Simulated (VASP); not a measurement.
Write the native input for VASP 6.6.1 that does the following.

* Task: density of states
* Functional: LDA
* Potentials or basis: VASP PAW LDA potentials, release 64 (Rh_pv, N)
* Cutoff: 520 eV
* k mesh: 15 × 15 × 15
* Occupations: fermi-dirac, width 0.1 eV
* Spin: no spin polarisation
* Dipole correction: no
* k mesh for the DOS: 23 × 23 × 23
* Occupations for the DOS: tetrahedron
* Further INCAR settings: ALGO = Normal; EDIFF = 1e-06

Crystal: RhN (CsCl type).

```xyz
2
Lattice="2.0343 0.0000 0.0000 0.0000 2.0343 0.0000 0.0000 0.0000 2.0343" Properties=species:S:1:pos:R:3 pbc="T T T"
Rh    0.0000    0.0000    0.0000
N     1.0171    1.0171    1.0171
```

This cell differs from its parent crystal: volume scaled by 0.45.

These files were run (other wordings do the same):

POSCAR

```
RhN
1.0
    2.0342525416      0.0000000000      0.0000000000
    0.0000000000      2.0342525416      0.0000000000
    0.0000000000      0.0000000000      2.0342525416
Rh N
1 1
Direct
    0.0000000000      0.0000000000      0.0000000000
    0.5000000000      0.5000000000      0.5000000000
```

INCAR.step1

```
SYSTEM = RhN
  PREC = Accurate
  ENCUT = 520
  EDIFF = 1E-6
  ISMEAR = -1
  SIGMA = 0.1
  LREAL = .FALSE.
  LASPH = .TRUE.
  NELM = 100
  ALGO = Normal
  ISIF = 2
  LWAVE = .FALSE.
  LCHARG = .TRUE.
  LMAXMIX = 4
  GGA = CA
  NBANDS = 17
```

KPOINTS.step1

```
Automatic mesh
0
G
  15 15 15
  0 0 0
```

INCAR.step2

```
SYSTEM = RhN
  PREC = Accurate
  ENCUT = 520
  EDIFF = 1E-6
  ISMEAR = -5
  SIGMA = 0.1
  LREAL = .FALSE.
  LASPH = .TRUE.
  NELM = 100
  ALGO = Normal
  ISIF = 2
  LWAVE = .FALSE.
  LCHARG = .FALSE.
  LMAXMIX = 4
  GGA = CA
  LORBIT = 11
  NEDOS = 2001
  ICHARG = 11
```

KPOINTS.step2

```
Automatic mesh
0
G
  23 23 23
  0 0 0
```

Potentials or basis: VASP PAW LDA potentials, release 64 (Rh_pv, N).

Launch:

```sh
$ cat potpaw_LDA.64/Rh_pv/POTCAR potpaw_LDA.64/N/POTCAR > POTCAR
$ cp INCAR.step1 INCAR
$ cp KPOINTS.step1 KPOINTS
$ mpirun -np 1 vasp_std > vasp.out
$ cp INCAR.step2 INCAR
$ cp KPOINTS.step2 KPOINTS
$ mpirun -np 1 vasp_std > vasp.out
```

It took 11 s on 1 thread of Intel(R) Xeon(R) 6975P-C (Granite Rapids), on a shared host, peak memory 0.16 GiB.
